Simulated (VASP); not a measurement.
A run of VASP 6.6.1:

File INCAR:

```
ALGO = Normal
EDIFF = 1E-6
ENCUT = 520
GGA = CA
ISIF = 2
ISMEAR = 0
LASPH = T
LCHARG = F
LREAL = F
LWAVE = F
NBANDS = 19
NELM = 80
PREC = Accurate
SIGMA = 0.05
```

Contents of KPOINTS:

```
k-points
0
Gamma
  8 8 8
```

Contents of POSCAR:

```
Ca2Si
1.0
    0.0000000000      3.5834912206      3.3381953199
    3.5834912206      0.0000000000      3.3381953199
    3.5834912206      3.5834912206      0.0000000000
Ca Si
2 1
Direct
    0.7267257627      0.7267257627      0.7732742373
    0.2732742373      0.2732742373      0.2267257627
    0.0000000000      0.0000000000      0.0000000000
```

Potentials or basis: VASP PAW LDA potentials, release 64 (Ca_sv, Si).

Run with:

```bash
$ cat potpaw_LDA.64/Ca_sv/POTCAR potpaw_LDA.64/Si/POTCAR > POTCAR
$ mpirun -np 1 vasp_std > vasp.out
```

Hardware: 1 thread of Intel(R) Xeon(R) 6975P-C (Granite Rapids) (shared host).

Problem. How long does it take, and how much memory?

Solution. Run time: 67 s on 1 thread of Intel(R) Xeon(R) 6975P-C (Granite Rapids) (shared host), peak memory 0.28 GiB. Counts: scf iterations 13, k points 95.
